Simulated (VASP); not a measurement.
# BN (P3m1) in VASP: a series of runs

The runs below take BN through single point, with PBE.

All numbers are computed with VASP 6.6.1; they aren't measurements. Logs are shortened: lines on timing, memory, paths and dates and some standing lists are left out, and cuts for length are marked.

**1. The cell of the first run**

The structure is trigonal, space group P3m1 (No. 156). The conventional cell has a = 2.563 Å, b = 2.563 Å, c = 17.056 Å, α = 90.00°, β = 90.00°, γ = 120.00°. Within 2.1 Å of B (site symmetry 3m) lie 4 N at 1.57 Å. B (site symmetry 3m) has 4 N at 1.57 Å within 2.1 Å. Within 2.1 Å of B (site symmetry 3m) lie 4 N at 1.57 Å. Within 2.1 Å of B (site symmetry 3m) lie 4 N at 1.57 Å. B (site symmetry 3m) has 4 N at 1.57 Å within 2.1 Å. B (site symmetry 3m) has 3 N at 1.57 Å within 2.1 Å. Within 2.1 Å of N (site symmetry 3m) lie 4 B at 1.57 Å. N (site symmetry 3m) has 4 B at 1.57 Å within 2.1 Å.

**2. Single point, PBE (the distance across one plane changed)**

INCAR

```
PREC = Accurate
ENCUT = 520
EDIFF = 1E-7
ISMEAR = 0
SIGMA = 0.05
LREAL = F
LASPH = T
NELM = 100
ALGO = Normal
ISIF = 2
LWAVE = F
LCHARG = F
GGA = PE
NBANDS = 36
```

KPOINTS

```
regular mesh
0
Gamma
  10 10 2
```

POSCAR

```
BN
1.0
    1.8123485118     -1.8123485118      0.0000000000
    1.8123485118      0.0000000000     -1.8123485118
    9.8474702588      9.8474702588      9.8474702588
B N
6 6
Direct
    1.0000000000      0.0000000000      0.2913753572
    0.3333333333      0.3333333333      0.1686806641
    0.6666666667      0.6666666667      0.4140700503
    1.0000000000      1.0000000000      0.6594594365
    0.3333333333      0.3333333333      0.5367647434
    0.6666666667      0.6666666667      0.0459859710
    0.6666666667      0.6666666667      0.3220490305
    0.0000000000      0.0000000000      0.1993543374
    0.3333333333      0.3333333333      0.4447437236
    0.6666666667      0.6666666667      0.6901331098
    0.0000000000      0.0000000000      0.5674384167
    0.3333333333      0.3333333333      0.0766596443
```

Potentials or basis: VASP PAW PBE potentials, release 64 (B, N).

On the command line:

```bash
$ cat potpaw_PBE.64/B/POTCAR potpaw_PBE.64/N/POTCAR > POTCAR
$ mpirun -np 1 vasp_std > vasp.out
```

OUTCAR:

```text
PREC = Accurate
   ENCUT = 520
   EDIFF = 1E-7
   ISMEAR = 0
   LREAL = F
   LASPH = T
   NELM = 100
   ISIF = 2
   GGA = PE

 ion  position               nearest neighbor table
   1  0.000  0.000  0.291-   8 1.57   7 1.57   7 1.57   7 1.57
   2  0.333  0.333  0.169-  12 1.57   8 1.57   8 1.57   8 1.57
   3  0.667  0.667  0.414-   7 1.57   9 1.57   9 1.57   9 1.57
   4  0.000  0.000  0.659-  11 1.57  10 1.57  10 1.57  10 1.57
   5  0.333  0.333  0.537-   9 1.57  11 1.57  11 1.57  11 1.57
   6  0.667  0.667  0.046-  12 1.57  12 1.57  12 1.57
   7  0.667  0.667  0.322-   3 1.57   1 1.57   1 1.57   1 1.57
   8  0.000  0.000  0.199-   1 1.57   2 1.57   2 1.57   2 1.57
   9  0.333  0.333  0.445-   5 1.57   3 1.57   3 1.57   3 1.57
  10  0.667  0.667  0.690-   4 1.57   4 1.57   4 1.57
  11  0.000  0.000  0.567-   4 1.57   5 1.57   5 1.57   5 1.57
  12  0.333  0.333  0.077-   2 1.57   6 1.57   6 1.57   6 1.57

  LATTYP: Found a hexagonal cell.
 ALAT       =     2.5630478451
 C/A-ratio  =     6.6547016852

  Lattice vectors:

 A1 = (  -1.8123485118,   0.0000000000,   1.8123485118)
 A2 = (   1.8123485118,  -1.8123485118,   0.0000000000)
 A3 = (   9.8474702588,   9.8474702588,   9.8474702588)

Analysis of symmetry for initial positions (statically):
=====================================================================
 Subroutine PRICEL returns:
 Original cell was already a primitive cell.

 Routine SETGRP: Setting up the symmetry group for a
 hexagonal supercell.

 Subroutine GETGRP returns: Found  6 space group operations
 (whereof  6 operations were pure point group operations)
 out of a pool of 24 trial point group operations.

The static configuration has the point symmetry C_3v.

Analysis of symmetry for dynamics (positions and initial velocities):
=====================================================================
 Subroutine PRICEL returns:
 Original cell was already a primitive cell.

 Routine SETGRP: Setting up the symmetry group for a
 hexagonal supercell.

 Subroutine GETGRP returns: Found  6 space group operations
 (whereof  6 operations were pure point group operations)
 out of a pool of 24 trial point group operations.

The dynamic configuration has the point symmetry C_3v.

 Subroutine INISYM returns: Found  6 space group operations
 (whereof  6 operations are pure point group operations),
 and found     1 'primitive' translations

----------------------------------------------------------------------------------------

                                     Primitive cell

  volume of cell :      97.0352

  direct lattice vectors                    reciprocal lattice vectors
     1.812348512 -1.812348512  0.000000000     0.183923418 -0.367846836  0.183923418
     1.812348512  0.000000000 -1.812348512     0.183923418  0.183923418 -0.367846836
     9.847470259  9.847470259  9.847470259     0.033849641  0.033849641  0.033849641

  length of vectors
     2.563047845  2.563047845 17.056318814     0.450518526  0.450518526  0.058629298

  position of ions in fractional coordinates (direct lattice)
     0.000000000  0.000000000  0.291375357
     0.333333333  0.333333333  0.168680664
     0.666666667  0.666666667  0.414070050
     0.000000000  0.000000000  0.659459437
     0.333333333  0.333333333  0.536764743
     0.666666667  0.666666667  0.045985971
     0.666666667  0.666666667  0.322049030
     0.000000000  0.000000000  0.199354337
     0.333333333  0.333333333  0.444743724
     0.666666667  0.666666667  0.690133110
     0.000000000  0.000000000  0.567438417
     0.333333333  0.333333333  0.076659644

  ion indices of the primitive-cell ions
   primitive index   ion index
                 1           1
                 2           2
                 3           3
                 4           4
                 5           5
                 6           6
                 7           7
                 8           8
                 9           9
                10          10
                11          11
                12          12

----------------------------------------------------------------------------------------

 KPOINTS: regular mesh

Automatic generation of k-mesh.
 Grid dimensions read from file:
 generate k-points for:   10   10    2

 Generating k-lattice:

  Cartesian coordinates                     Fractional coordinates (reciprocal lattice)
     0.018392342 -0.036784684  0.018392342     0.100000000  0.000000000  0.000000000
     0.018392342  0.018392342 -0.036784684     0.000000000  0.100000000  0.000000000
     0.016924821  0.016924821  0.016924821     0.000000000  0.000000000  0.500000000

  Length of vectors
     0.045051853  0.045051853  0.029314649

  Shift w.r.t. Gamma in fractional coordinates (k-lattice)
     0.000000000  0.000000000  0.000000000

 Subroutine IBZKPT returns following result:
 ===========================================

 Found     28 irreducible k-points:

 Following reciprocal coordinates:
            Coordinates               Weight
  0.000000  0.000000  0.000000      1.000000
  0.100000  0.000000  0.000000      6.000000
  0.200000  0.000000  0.000000      6.000000
  0.300000  0.000000  0.000000      6.000000
  0.400000  0.000000  0.000000      6.000000
  0.500000  0.000000  0.000000      3.000000
[... 16 lines left out ...]
  0.400000  0.100000  0.500000     12.000000
  0.500000  0.100000  0.500000     12.000000
 [... further k-points ...]
   k-points           NKPTS =     28   k-points in BZ     NKDIM =     28   number of bands    NBANDS=     36
   number of dos      NEDOS =    301   number of ions     NIONS =     12
   total plane-waves  NPLWV =  51200
   dimension x,y,z NGX =    20 NGY =   20 NGZ =  128
   dimension x,y,z NGXF=    40 NGYF=   40 NGZF=  256
   ions per type =               6   6
   NGX,Y,Z   is equivalent  to a cutoff of  12.97, 12.97, 12.48 a.u.
   NGXF,Y,Z  is equivalent  to a cutoff of  25.95, 25.95, 24.95 a.u.
 SYSTEM =  unknown system
   PREC   = accura    normal or accurate (medium, high low for compatibility)
   ISTART =      0    job   : 0-new  1-cont  2-samecut
   ICHARG =      2    charge: 1-file 2-atom 10-const
   ISPIN  =      1    spin polarized calculation?
   LNONCOLLINEAR =      F non collinear calculations
   LSORBIT =      F    spin-orbit coupling
   LASPH  =      T    aspherical Exc in radial PAW
   ENCUT  =  520.0 eV  38.22 Ry    6.18 a.u.   4.77  4.77 31.71*2*pi/ulx,y,z
   NELM   =    100;   NELMIN=  2; NELMDL= -5     # of ELM steps
   EDIFF  = 0.1E-06   stopping-criterion for ELM
   LREAL  =      F    real-space projection
   EDIFFG = 0.1E-05   stopping-criterion for IOM
   NSW    =      0    number of steps for IOM
   IBRION =     -1    ionic relax: 0-MD 1-quasi-New 2-CG
   NFREE  =      0    steps in history (QN), initial steepest desc. (CG)
   ISIF   =      2    stress and relaxation
   ISYM   =      2    0-nonsym 1-usesym 2-fastsym
   POTIM  = 0.5000    time-step for ionic-motion
   TEBEG  =    0.0;   TEEND  =   0.0 temperature during run
   PSTRESS=    0.0 pullay stress
   NELECT =      48.0000    total number of electrons
   NUPDOWN=      -1.0000    fix difference up-down
   EMIN   =  10.00;   EMAX   =-10.00  energy-range for DOS
   EFERMI =   0.00;   METHOD = LEGACY
   ISMEAR =     0;   SIGMA  =   0.05  broadening in eV -4-tet -1-fermi 0-gaus
   EFERMI_NEDOS =   21; number of points for ismear=-14 and -15
   IALGO  =     38    algorithm
   IMIX   =      4    mixing-type and parameters
     AMIX     =   0.40;   BMIX     =  1.00
     AMIX_MAG =   1.60;   BMIX_MAG =  1.00
  volume/ion in A,a.u.               =       8.09        54.57
  Fermi-wavevector in a.u.,A,eV,Ry     =   1.294729  2.446683 22.807752  1.676323
  Thomas-Fermi vector in A             =   2.426293
   LORBIT       =      0    0 simple, 1 ext, 2 COOP (PROOUT), +10 PAW based schemes
   GGA     = PE    functional components
   LHFCALC =     F    Hartree Fock is set to
   AEXX    =    0.0000 exact exchange contribution
   IVDW    =     0    specifies the selected vdW correction
   LEPSILON=     F    determine dielectric tensor
   LRPA    =     F    only Hartree local field effects (RPA)
 non-spin polarized calculation
 Gauss-broadening in eV      SIGMA  =   0.05
  energy-cutoff  :      520.00
  volume of cell :       97.04
 maximum number of plane-waves:      2632
   NGX =  9   NGY =  9   NGZ = 63

 number of electron      48.0000000 magnetization

 Free energy of the ion-electron system (eV)
  ---------------------------------------------------
  ext. energy  EPLUGINS =         0.00000000
  ---------------------------------------------------
  free energy    TOTEN  =       -99.81091901 eV

  energy without entropy =      -99.78897623  energy(sigma->0) =      -99.79994762

 E-fermi :   4.8768     XC(G=0): -10.3627

 val. band max:        4.8622939092   @ k =   0.3000   0.0000   0.0000
 cond. band min:       4.8853828431   @ k =   0.3000   0.1000   0.0000
 fundamental gap:      0.0230889339
 Fermi energy:         4.8767943550

 k-point     1 :       0.0000    0.0000    0.0000
  band No.  band energies     occupation
      1     -17.4315      2.00000
      2     -16.4705      2.00000
      3     -15.5706      2.00000
      4     -14.5982      2.00000
      5     -13.4755      2.00000
      6     -11.2077      2.00000
[... 28 lines left out ...]
     35      12.8750      0.00000
     36      12.9397      0.00000

 k-point     2 :       0.1000    0.0000    0.0000
  band No.  band energies     occupation
      1     -17.2199      2.00000
      2     -16.2626      2.00000
      3     -15.3690      2.00000
      4     -14.4067      2.00000
      5     -13.2947      2.00000
      6     -11.0303      2.00000
[... 850 lines left out ...]
 k-point    24 :       0.5000    0.1000    0.5000
  band No.  band energies     occupation
      1     -13.7219      2.00000
      2     -13.0503      2.00000
      3     -12.5060      2.00000
      4     -11.9067      2.00000
      5     -11.0991      2.00000
      6      -8.7753      2.00000
[... 28 lines left out ...]
     35      14.7393      0.00000
     36      15.0055      0.00000

 [... further k-points ...]

------------------------ aborting loop because EDIFF is reached ----------------------------------------

  FORCE on cell =-STRESS in cart. coord.  units (eV):
  Direction    XX          YY          ZZ          XY          YZ          ZX
  --------------------------------------------------------------------------------------
  -------------------------------------------------------------------------------------
  Total       -1.3433161     -1.3433161     -1.3433161      1.1425103      1.1425103      1.1425103
  in kB      -22.1798923    -22.1798923    -22.1798923     18.8643288     18.8643288     18.8643288
  external PRESSURE =     -22.1798923 kB  Pullay stress =       0.0000000 kB

 VOLUME and BASIS-vectors are now :
 -----------------------------------------------------------------------------
  energy-cutoff  :      520.00
  volume of cell :       97.04
      direct lattice vectors                 reciprocal lattice vectors
     1.812348512 -1.812348512  0.000000000     0.183923418 -0.367846836  0.183923418
     1.812348512  0.000000000 -1.812348512     0.183923418  0.183923418 -0.367846836
     9.847470259  9.847470259  9.847470259     0.033849641  0.033849641  0.033849641

 POSITION                                       TOTAL-FORCE (eV/Angst)
 -----------------------------------------------------------------------------------
      2.86931      2.86931      2.86931         0.286349      0.286349      0.286349
      2.86931      1.05696      1.05696         0.432878      0.432878      0.432878
      6.49401      2.86931      2.86931         0.303928      0.303928      0.303928
      6.49401      6.49401      6.49401         1.899192      1.899192      1.899192
      6.49401      4.68166      4.68166         0.433428      0.433428      0.433428
      2.86931     -0.75539     -0.75539         0.457564      0.457564      0.457564
      5.58783      1.96314      1.96314        -0.288003     -0.288003     -0.288003
      1.96314      1.96314      1.96314        -0.267163     -0.267163     -0.267163
      5.58783      3.77548      3.77548        -0.336188     -0.336188     -0.336188
      9.21253      5.58783      5.58783        -1.407333     -1.407333     -1.407333
      5.58783      5.58783      5.58783        -0.736579     -0.736579     -0.736579
      1.96314      0.15079      0.15079        -0.778074     -0.778074     -0.778074
 -----------------------------------------------------------------------------------
    total drift:                               -0.000513     -0.000512     -0.000512

  FREE ENERGIE OF THE ION-ELECTRON SYSTEM (eV)
  ---------------------------------------------------
  free  energy   TOTEN  =       -99.8109190060 eV

  energy  without entropy=      -99.7889762292  energy(sigma->0) =      -99.79994762
```

It took 3.2 min on 1 thread of Intel Xeon Platinum 8559C (Emerald Rapids), shared host; peak memory 0.24 GiB.

What came out:

```yaml
Free_energy: -99.8109 eV
Pressure: -2.2 GPa
Largest_force: 3.289 eV/Å
Band_gap_on_the_k_mesh: zero (bands 24 and 25 overlap by 0.39 eV)
```

Forces in eV/Å, atoms in the order of the input:
```
B    0.286  0.286  0.286
B    0.433  0.433  0.433
B    0.304  0.304  0.304
B    1.899  1.899  1.899
B    0.433  0.433  0.433
B    0.458  0.458  0.458
N   -0.288 -0.288 -0.288
N   -0.267 -0.267 -0.267
N   -0.336 -0.336 -0.336
N   -1.407 -1.407 -1.407
N   -0.737 -0.737 -0.737
N   -0.778 -0.778 -0.778
```

Caveat: the cell differs from its parent crystal (the distance across one plane changed); semilocal functionals underestimate gaps, and a narrow one can read as zero; forces of over 1 eV/Å act on the atoms, so gaps and moduli don't describe the material at rest.

**3. Single point, PBE (the distance across one plane changed)**

INCAR

```
  PREC = Accurate
  ENCUT = 520
  EDIFF = 1E-6
  ISMEAR = 0
  SIGMA = 0.05
  LREAL = False
  LASPH = True
  NELM = 80
  ALGO = Normal
  ISIF = 2
  LWAVE = False
  LCHARG = True
  GGA = PE
  LELF = True
  LVHAR = True
  NBANDS = 36
```

KPOINTS is that of step 2.

POSCAR

```
BN
1.0
    1.8123485118     -1.8123485118      0.0000000000
    1.8123485118      0.0000000000     -1.8123485118
   10.7134956625     10.7134956625     10.7134956625
B N
6 6
Direct
    1.0000000000      0.0000000000      0.2678220307
    0.3333333333      0.3333333333      0.1550453629
    0.6666666667      0.6666666667      0.3805986985
    1.0000000000      1.0000000000      0.6061520341
    0.3333333333      0.3333333333      0.4933753663
    0.6666666667      0.6666666667      0.0422686951
    0.6666666667      0.6666666667      0.2960161976
    0.0000000000      0.0000000000      0.1832395298
    0.3333333333      0.3333333333      0.4087928654
    0.6666666667      0.6666666667      0.6343462010
    0.0000000000      0.0000000000      0.5215695332
    0.3333333333      0.3333333333      0.0704628620
```

Potentials or basis: VASP PAW PBE potentials, release 64 (B, N).

On the command line:

```bash
$ cat potpaw_PBE.64/B/POTCAR potpaw_PBE.64/N/POTCAR > POTCAR
$ mpirun -np 1 vasp_std > vasp.out
```

Wall time 5 min (1 thread of Intel Xeon Platinum 8559C (Emerald Rapids), shared host); peak memory 0.24 GiB.

The run converged. Its results:

| Property | Result |
| --- | --- |
| Free energy | -99.7998 eV |
| Pressure | -2.0 GPa |
| Largest force | 3.348 eV/Å |
| Band gap on the k mesh | zero (bands 24 and 25 overlap by 0.39 eV) |

Forces in eV/Å, atoms in the order of the input:
```
B    0.279  0.279  0.279
B    0.425  0.425  0.425
B    0.298  0.298  0.298
B    1.933  1.933  1.933
B    0.432  0.432  0.432
B    0.427  0.427  0.427
N   -0.281 -0.281 -0.281
N   -0.259 -0.259 -0.259
N   -0.330 -0.330 -0.330
N   -1.448 -1.448 -1.448
N   -0.736 -0.736 -0.736
N   -0.739 -0.739 -0.739
```

Stress tensor (GPa, compression positive):
```
-2.03  1.74  1.74
 1.74 -2.03  1.74
 1.74  1.74 -2.03
```

Levels at points of the mesh, in eV from the Fermi level:
| k point | band 22 | band 23 | band 24 | band 25 | band 26 | band 27 |
| --- | --- | --- | --- | --- | --- | --- |
| (0.00, 0.00, 0.00) | -0.42 | -0.20 | 0.31 | 0.31 | 5.56 | 6.63 |
| (0.50, 0.00, 0.00) | -3.89 | -2.07 | -0.05 | 0.02 | 3.08 | 4.35 |
| (0.00, 0.00, 0.50) | -0.43 | -0.19 | 0.31 | 0.31 | 5.55 | 6.63 |
| (0.50, 0.00, 0.50) | -3.89 | -2.07 | -0.05 | 0.02 | 3.08 | 4.35 |

Caveat: the cell differs from its parent crystal (the distance across one plane changed); semilocal functionals underestimate gaps, and a narrow one can read as zero; forces of over 1 eV/Å act on the atoms, so gaps and moduli don't describe the material at rest.

The gap in the log of VASP goes by the Fermi energy; the results here count the filled bands.